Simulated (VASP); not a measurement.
# ScGaN (P-6m2) in VASP: a series of runs

ScGaN is run at these levels: PBE; tasks: single point, relaxation of cell and atoms.

Program: VASP 6.6.1. These are calculated values, not measurements. Logs are shortened: lines on timing, memory, paths and dates and some standing lists are left out, and cuts for length are marked.

## Step 1: The cell of the first run

Symmetry: P-6m2, No. 187, hexagonal system. The conventional cell has a = 3.520 Å, b = 3.520 Å, c = 5.071 Å, α = 90.00°, β = 90.00°, γ = 120.00°. Sc (site symmetry -6m2) has 3 N at 2.03 Å within 2.7 Å. Ga (site symmetry -6m2) has 6 Sc at 3.25 Å and 6 N at 3.25 Å and 6 Ga at 3.52 Å within 4.3 Å. Within 2.7 Å of N (site symmetry -6m2) lie 3 Sc at 2.03 Å.

## Step 2: Single point, PBE

The input, INCAR:

```
PREC = Accurate
ENCUT = 520
EDIFF = 1E-6
ISMEAR = 0
SIGMA = 0.1
LREAL = False
LASPH = True
NELM = 60
ALGO = Normal
ISIF = 2
LWAVE = False
LCHARG = False
GGA = PE
NBANDS = 22
```

The input, KPOINTS:

```
regular mesh
0
Gamma
  6 6 4
```

The input, POSCAR:

```
ScGaN
1.0
    3.5198457005     -0.0000000026      0.0000000000
   -1.7599228480      3.0482757954      0.0000000000
    0.0000000000      0.0000000000      5.0711152956
Sc Ga N
1 1 1
Direct
    0.6666666667      0.3333333333      0.5000000000
    0.0000000000      0.0000000000      0.0000000000
    0.3333333333      0.6666666667      0.5000000000
```

Potentials or basis: VASP PAW PBE potentials, release 64 (Sc_sv, Ga_d, N).

Started as:

```console
$ cat potpaw_PBE.64/Sc_sv/POTCAR potpaw_PBE.64/Ga_d/POTCAR potpaw_PBE.64/N/POTCAR > POTCAR
$ mpirun -np 1 vasp_std > vasp.out
```

OUTCAR:

```text
PREC = Accurate
   ENCUT = 520
   EDIFF = 1E-6
   ISMEAR = 0
   LREAL = False
   LASPH = True
   NELM = 60
   ISIF = 2
   GGA = PE

 ion  position               nearest neighbor table
   1  0.667  0.333  0.500-   3 2.03   3 2.03   3 2.03
   2  0.000  0.000  0.000-
   3  0.333  0.667  0.500-   1 2.03   1 2.03   1 2.03

  LATTYP: Found a hexagonal cell.
 ALAT       =     3.5198457005
 C/A-ratio  =     1.4407209086

  Lattice vectors:

 A1 = (   3.5198457005,  -0.0000000026,   0.0000000000)
 A2 = (  -1.7599228480,   3.0482757954,   0.0000000000)
 A3 = (   0.0000000000,   0.0000000000,   5.0711152956)

Analysis of symmetry for initial positions (statically):
=====================================================================
 Subroutine PRICEL returns:
 Original cell was already a primitive cell.

 Routine SETGRP: Setting up the symmetry group for a
 hexagonal supercell.

 Subroutine GETGRP returns: Found 12 space group operations
 (whereof 12 operations were pure point group operations)
 out of a pool of 24 trial point group operations.

The static configuration has the point symmetry D_3h.

Analysis of symmetry for dynamics (positions and initial velocities):
=====================================================================
 Subroutine PRICEL returns:
 Original cell was already a primitive cell.

 Routine SETGRP: Setting up the symmetry group for a
 hexagonal supercell.

 Subroutine GETGRP returns: Found 12 space group operations
 (whereof 12 operations were pure point group operations)
 out of a pool of 24 trial point group operations.

The dynamic configuration has the point symmetry D_3h.

 Subroutine INISYM returns: Found 12 space group operations
 (whereof 12 operations are pure point group operations),
 and found     1 'primitive' translations

----------------------------------------------------------------------------------------

                                     Primitive cell

  volume of cell :      54.4103

  direct lattice vectors                    reciprocal lattice vectors
     3.519845700 -0.000000003  0.000000000     0.284103363  0.164027153  0.000000000
    -1.759922848  3.048275795  0.000000000     0.000000000  0.328054306  0.000000000
     0.000000000  0.000000000  5.071115296     0.000000000  0.000000000  0.197195280

  length of vectors
     3.519845700  3.519845701  5.071115296     0.328054306  0.328054306  0.197195280

  position of ions in fractional coordinates (direct lattice)
     0.666666667  0.333333333  0.500000000
     0.000000000  0.000000000  0.000000000
     0.333333333  0.666666667  0.500000000

  ion indices of the primitive-cell ions
   primitive index   ion index
                 1           1
                 2           2
                 3           3

----------------------------------------------------------------------------------------

 KPOINTS: regular mesh

Automatic generation of k-mesh.
 Grid dimensions read from file:
 generate k-points for:    6    6    4

 Generating k-lattice:

  Cartesian coordinates                     Fractional coordinates (reciprocal lattice)
     0.047350560  0.027337859  0.000000000     0.166666667 -0.000000000  0.000000000
     0.000000000  0.054675718  0.000000000     0.000000000  0.166666667  0.000000000
     0.000000000  0.000000000  0.049298820     0.000000000  0.000000000  0.250000000

  Length of vectors
     0.054675718  0.054675718  0.049298820

  Shift w.r.t. Gamma in fractional coordinates (k-lattice)
     0.000000000  0.000000000  0.000000000

 Subroutine IBZKPT returns following result:
 ===========================================

 Found     21 irreducible k-points:

 Following reciprocal coordinates:
            Coordinates               Weight
  0.000000  0.000000  0.000000      1.000000
  0.166667  0.000000  0.000000      6.000000
  0.333333  0.000000  0.000000      6.000000
  0.500000  0.000000  0.000000      3.000000
  0.166667  0.166667  0.000000      6.000000
  0.333333  0.166667  0.000000     12.000000
[... 13 lines left out ...]
  0.333333  0.166667  0.500000     12.000000
  0.333333  0.333333  0.500000      2.000000
   k-points           NKPTS =     21   k-points in BZ     NKDIM =     21   number of bands    NBANDS=     22
   number of dos      NEDOS =    301   number of ions     NIONS =      3
   total plane-waves  NPLWV =  31360
   dimension x,y,z NGX =    28 NGY =   28 NGZ =   40
   dimension x,y,z NGXF=    56 NGYF=   56 NGZF=   80
   ions per type =               1   1   1
   NGX,Y,Z   is equivalent  to a cutoff of  13.22, 13.22, 13.11 a.u.
   NGXF,Y,Z  is equivalent  to a cutoff of  26.45, 26.45, 26.23 a.u.
 SYSTEM =  unknown system
   PREC   = accura    normal or accurate (medium, high low for compatibility)
   ISTART =      0    job   : 0-new  1-cont  2-samecut
   ICHARG =      2    charge: 1-file 2-atom 10-const
   ISPIN  =      1    spin polarized calculation?
   LNONCOLLINEAR =      F non collinear calculations
   LSORBIT =      F    spin-orbit coupling
   LASPH  =      T    aspherical Exc in radial PAW
   ENCUT  =  520.0 eV  38.22 Ry    6.18 a.u.   6.54  6.54  9.43*2*pi/ulx,y,z
   NELM   =     60;   NELMIN=  2; NELMDL= -5     # of ELM steps
   EDIFF  = 0.1E-05   stopping-criterion for ELM
   LREAL  =      F    real-space projection
   EDIFFG = 0.1E-04   stopping-criterion for IOM
   NSW    =      0    number of steps for IOM
   IBRION =     -1    ionic relax: 0-MD 1-quasi-New 2-CG
   NFREE  =      0    steps in history (QN), initial steepest desc. (CG)
   ISIF   =      2    stress and relaxation
   ISYM   =      2    0-nonsym 1-usesym 2-fastsym
   POTIM  = 0.5000    time-step for ionic-motion
   TEBEG  =    0.0;   TEEND  =   0.0 temperature during run
   PSTRESS=    0.0 pullay stress
   NELECT =      29.0000    total number of electrons
   NUPDOWN=      -1.0000    fix difference up-down
   EMIN   =  10.00;   EMAX   =-10.00  energy-range for DOS
   EFERMI =   0.00;   METHOD = LEGACY
   ISMEAR =     0;   SIGMA  =   0.10  broadening in eV -4-tet -1-fermi 0-gaus
   EFERMI_NEDOS =   21; number of points for ismear=-14 and -15
   IALGO  =     38    algorithm
   IMIX   =      4    mixing-type and parameters
     AMIX     =   0.40;   BMIX     =  1.00
     AMIX_MAG =   1.60;   BMIX_MAG =  1.00
  volume/ion in A,a.u.               =      18.14       122.39
  Fermi-wavevector in a.u.,A,eV,Ry     =   1.327334  2.508298 23.970973  1.761817
  Thomas-Fermi vector in A             =   2.456654
   LORBIT       =      0    0 simple, 1 ext, 2 COOP (PROOUT), +10 PAW based schemes
   GGA     = PE    functional components
   LHFCALC =     F    Hartree Fock is set to
   AEXX    =    0.0000 exact exchange contribution
   IVDW    =     0    specifies the selected vdW correction
   LEPSILON=     F    determine dielectric tensor
   LRPA    =     F    only Hartree local field effects (RPA)
 non-spin polarized calculation
 Gauss-broadening in eV      SIGMA  =   0.10
  energy-cutoff  :      520.00
  volume of cell :       54.41
 maximum number of plane-waves:      1507
 NGX is ok and might be reduce to    28
   NGX = 13   NGY = 13   NGZ = 19

 number of electron      29.0000003 magnetization

 Free energy of the ion-electron system (eV)
  ---------------------------------------------------
  ext. energy  EPLUGINS =         0.00000000
  ---------------------------------------------------
  free energy    TOTEN  =       -19.16703564 eV

  energy without entropy =      -19.15810782  energy(sigma->0) =      -19.16257173

 E-fermi :   3.8513     XC(G=0): -10.1036

 val. band max:        3.8109033457   @ k =   0.3333   0.1667   0.5000
 cond. band min:       3.9097014430   @ k =   0.3333   0.0000   0.2500
 fundamental gap:      0.0987980973
 Fermi energy:         3.8512683721

 k-point     1 :       0.0000    0.0000    0.0000
  band No.  band energies     occupation
      1     -44.9027      2.00000
      2     -23.7611      2.00000
      3     -23.4379      2.00000
      4     -23.4379      2.00000
      5     -11.2435      2.00000
      6     -11.1869      2.00000
[... 14 lines left out ...]
     21      10.1341      0.00000
     22      11.6947      0.00000

 k-point     2 :       0.1667    0.0000    0.0000
  band No.  band energies     occupation
      1     -44.8970      2.00000
      2     -23.7542      2.00000
      3     -23.5142      2.00000
      4     -23.4535      2.00000
      5     -11.2336      2.00000
      6     -11.1948      2.00000
[... 14 lines left out ...]
     21       9.9114      0.00000
     22      10.7838      0.00000

 k-point     3 :       0.3333    0.0000    0.0000
  band No.  band energies     occupation
      1     -44.8856      2.00000
      2     -23.7403      2.00000
      3     -23.6623      2.00000
      4     -23.4845      2.00000
      5     -11.2214      2.00000
      6     -11.2104      2.00000
[... 14 lines left out ...]
     21       8.7326      0.00000
     22       9.9170      0.00000

 k-point     4 :       0.5000    0.0000    0.0000
  band No.  band energies     occupation
      1     -44.8799      2.00000
      2     -23.7343      2.00000
      3     -23.7334      2.00000
      4     -23.4999      2.00000
      5     -11.2203      2.00000
      6     -11.2183      2.00000
[... 14 lines left out ...]
     21       9.3033      0.00000
     22       9.6426      0.00000

 k-point     5 :       0.1667    0.1667    0.0000
  band No.  band energies     occupation
      1     -44.8885      2.00000
      2     -23.7438      2.00000
      3     -23.6140      2.00000
      4     -23.4891      2.00000
      5     -11.2202      2.00000
      6     -11.2051      2.00000
[... 342 lines left out ...]
 k-point    19 :       0.1667    0.1667    0.5000
  band No.  band energies     occupation
      1     -44.8884      2.00000
      2     -23.7458      2.00000
      3     -23.6137      2.00000
      4     -23.4889      2.00000
      5     -11.2166      2.00000
      6     -11.2117      2.00000
[... 14 lines left out ...]
     21       9.1175      0.00000
     22       9.8564      0.00000

 k-point    20 :       0.3333    0.1667    0.5000
  band No.  band energies     occupation
      1     -44.8799      2.00000
      2     -23.7350      2.00000
      3     -23.7032      2.00000
      4     -23.5320      2.00000
      5     -11.2212      2.00000
      6     -11.2090      2.00000
[... 14 lines left out ...]
     21       8.9017      0.00000
     22       9.0939      0.00000

 k-point    21 :       0.3333    0.3333    0.5000
  band No.  band energies     occupation
      1     -44.8770      2.00000
      2     -23.7314      2.00000
      3     -23.6947      2.00000
      4     -23.5856      2.00000
      5     -11.2134      2.00000
      6     -11.2110      2.00000
[... 14 lines left out ...]
     21       8.8258      0.00000
     22       9.1499      0.00000

------------------------ aborting loop because EDIFF is reached ----------------------------------------

  FORCE on cell =-STRESS in cart. coord.  units (eV):
  Direction    XX          YY          ZZ          XY          YZ          ZX
  --------------------------------------------------------------------------------------
  -------------------------------------------------------------------------------------
  Total        0.1840635      0.1840635     -0.0071346     -0.0000000      0.0000000      0.0000000
  in kB        5.4199696      5.4199696     -0.2100870     -0.0000000      0.0000000      0.0000000
  external PRESSURE =       3.5432841 kB  Pullay stress =       0.0000000 kB

 VOLUME and BASIS-vectors are now :
 -----------------------------------------------------------------------------
  energy-cutoff  :      520.00
  volume of cell :       54.41
      direct lattice vectors                 reciprocal lattice vectors
     3.519845700 -0.000000003  0.000000000     0.284103363  0.164027153  0.000000000
    -1.759922848  3.048275795  0.000000000     0.000000000  0.328054306  0.000000000
     0.000000000  0.000000000  5.071115296     0.000000000  0.000000000  0.197195280

 POSITION                                       TOTAL-FORCE (eV/Angst)
 -----------------------------------------------------------------------------------
      1.75992      1.01609      2.53556        -0.000000      0.000000      0.000000
      0.00000      0.00000      0.00000        -0.000000      0.000000      0.000000
      0.00000      2.03218      2.53556         0.000000     -0.000000      0.000000
 -----------------------------------------------------------------------------------
    total drift:                                0.000000     -0.000000      0.000000

  FREE ENERGIE OF THE ION-ELECTRON SYSTEM (eV)
  ---------------------------------------------------
  free  energy   TOTEN  =       -19.1670356419 eV

  energy  without entropy=      -19.1581078175  energy(sigma->0) =      -19.16257173
```

It took 28 s on 1 thread of AMD EPYC 7R43 (Zen 3), shared host; peak memory 0.16 GiB.

What came out:

- Free energy: -19.1670 eV
- Pressure: 0.4 GPa

## Step 3: Relaxation of cell and atoms, PBE

This run uses another cell than the first one, of 16.64 Å³/atom, 0.917 times its volume.

The input, INCAR:

```
SYSTEM = ScGaN
PREC = Accurate ; ENCUT = 600
EDIFF = 1E-6 ; ISMEAR = 0
SIGMA = 0.1 ; LREAL = .False.
LASPH = .True. ; NELM = 60
ALGO = Normal ; ISIF = 3
LWAVE = .False. ; LCHARG = .False.
GGA = PE ; IBRION = 2
NSW = 90 ; EDIFFG = -0.04
```

The input, KPOINTS:

```
regular mesh
0
Gamma
  6 6 4
  0 0 0
```

The input, POSCAR:

```
ScGaN
1.0
    3.8755010500      0.0000000000      0.0000000000
   -1.9377505200      3.3562823600      0.0000000000
    0.0000000000      0.0000000000      3.8368079200
Sc Ga N
1 1 1
Direct
    0.6666666700      0.3333333300      0.5000000000
    0.0000000000      0.0000000000      0.0000000000
    0.3333333300      0.6666666700      0.5000000000
```

Potentials or basis: VASP PAW PBE potentials, release 64 (Sc_sv, Ga_d, N).

Started as:

```console
$ cat potpaw_PBE.64/Sc_sv/POTCAR potpaw_PBE.64/Ga_d/POTCAR potpaw_PBE.64/N/POTCAR > POTCAR
$ mpirun -np 1 vasp_std > vasp.out
```

It took 2.9 min on 1 thread of AMD EPYC 7R43 (Zen 3), shared host; peak memory 0.17 GiB.

The run converged. Its results:

| Property | Result |
| --- | --- |
| Free energy | -19.1496 eV |
| Relaxed volume | 17.78 Å³/atom |
| Relaxed cell | a = 3.533 Å, b = 3.533 Å, c = 4.934 Å, α = 90.00°, β = 90.00°, γ = 120.00° |
| Space group after relaxing (to 0.05 Å) | P-6m2 (No. 187) |
| Energy gained by relaxing | 281.2 meV/atom |
| Ionic steps | 10 |
| Pressure after relaxing | 0.0 GPa |

Stress tensor (GPa, compression positive):
```
-0.01  0.00  0.00
 0.00 -0.01  0.00
 0.00  0.00  0.16
```

Step by step:
```csv
step,energy change (eV),largest force (eV/Å),pressure (GPa),volume (Å³)
1,0.0000,0.0000,-6.94,49.91
2,-0.4694,0.0000,7.77,44.64
3,-0.4693,0.0000,7.87,44.62
4,-0.7027,0.0000,4.48,47.56
5,-0.8221,0.0000,2.52,50.97
6,-0.7000,0.0000,1.29,57.33
7,-0.8361,0.0000,1.85,52.72
8,-0.8365,0.0000,1.90,52.54
9,-0.8321,0.0000,-2.13,54.37
10,-0.8435,0.0000,0.05,53.33
```

Final structure:
```xyz
3
Lattice="3.5329 0.0000 0.0000 -1.7665 3.0596 0.0000 0.0000 0.0000 4.9338" Properties=species:S:1:pos:R:3 pbc="T T T"
Sc    1.7665    1.0199    2.4669
Ga    0.0000    0.0000    0.0000
N     0.0000    2.0397    2.4669
```

Levels at points of the mesh, in eV from the Fermi level:
```
           k point  band 10  band 11  band 12  band 13  band 14  band 15  band 16  band 17  band 18
(0.00, 0.00, 0.00)   -13.55    -7.05    -3.25    -3.25    -3.22     3.10     3.10     3.19     3.37
(0.50, 0.00, 0.00)   -12.64    -5.45    -2.89    -2.23    -1.93    -1.73     1.41     2.64     3.13
(0.00, 0.00, 0.50)   -13.48    -7.57    -3.22    -3.22    -0.94    -0.49     2.86     2.86     3.60
(0.50, 0.00, 0.50)   -12.60    -5.18    -3.76    -3.15    -1.66     0.49     1.24     1.72     2.64
```

Caveat: the k points lie up to 0.34 Å⁻¹ apart in the final cell.
